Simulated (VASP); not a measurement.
Write the native input for VASP 6.6.1 that does the following.

```yaml
Task: single point
Functional: PBEsol
Potentials_or_basis: VASP PAW PBE potentials, release 64 (Sn_d, Co)
Cutoff: 520 eV
k_mesh: 10 × 10 × 10
Occupations: gaussian, width 0.1 eV
Spin: no spin polarisation
Dipole_correction: no
Further_INCAR_settings: ALGO = Fast; EDIFF = 1e-06; NBANDS = 34
```

The structure of CoSn3 lies in POSCAR:

```
CoSn3
1.0
    4.4555349651      0.0000000000      0.0000000000
    0.0000000000      4.4555349651      0.0000000000
    0.0000000000      0.0000000000      4.4555349651
Sn Co
3 1
Direct
    0.0000000000      0.5000000000      0.5000000000
    0.5000000000      0.0000000000      0.5000000000
    0.5000000000      0.5000000000      0.0000000000
    0.0000000000      0.0000000000      0.0000000000
```

One way to write it, as run:

INCAR

```
PREC     = Accurate       # precision mode
ENCUT    = 520            # plane-wave cutoff, eV
EDIFF    = 1E-6           # SCF threshold, eV
ISMEAR   = 0              # smearing method
SIGMA    = 0.1            # smearing width, eV
LREAL    = False          # projectors in reciprocal space
LASPH    = True           # aspherical terms in the spheres
NELM     = 60             # most SCF steps
ALGO     = Fast           # electronic algorithm
ISIF     = 2              # what is computed and relaxed
LWAVE    = False          # write WAVECAR
LCHARG   = False          # write CHGCAR
GGA      = PS             # functional
NBANDS   = 34             # bands
```

KPOINTS

```
Automatic mesh
0
Gamma
  10 10 10
```

Potentials or basis: VASP PAW PBE potentials, release 64 (Sn_d, Co).

Launch:

```sh
$ cat potpaw_PBE.64/Sn_d/POTCAR potpaw_PBE.64/Co/POTCAR > POTCAR
$ mpirun -np 1 vasp_std > vasp.out
```

It gave:

The pressure is -3.8 GPa and the band gap on the k mesh is zero (an odd number of electrons rules out a gap without spin polarisation).

Caveat: the cell stands under tension; the PAW data sets were made with another functional, which shifts forces and pressure a little; spin-orbit coupling is left out, which moves the levels of the heavy elements; the run has no spin polarisation, though such a crystal can be magnetic.

It took 110 s on 1 thread of AMD EPYC 9R45 96-Core Processor (Zen 5), on a shared host, peak memory 0.27 GiB.
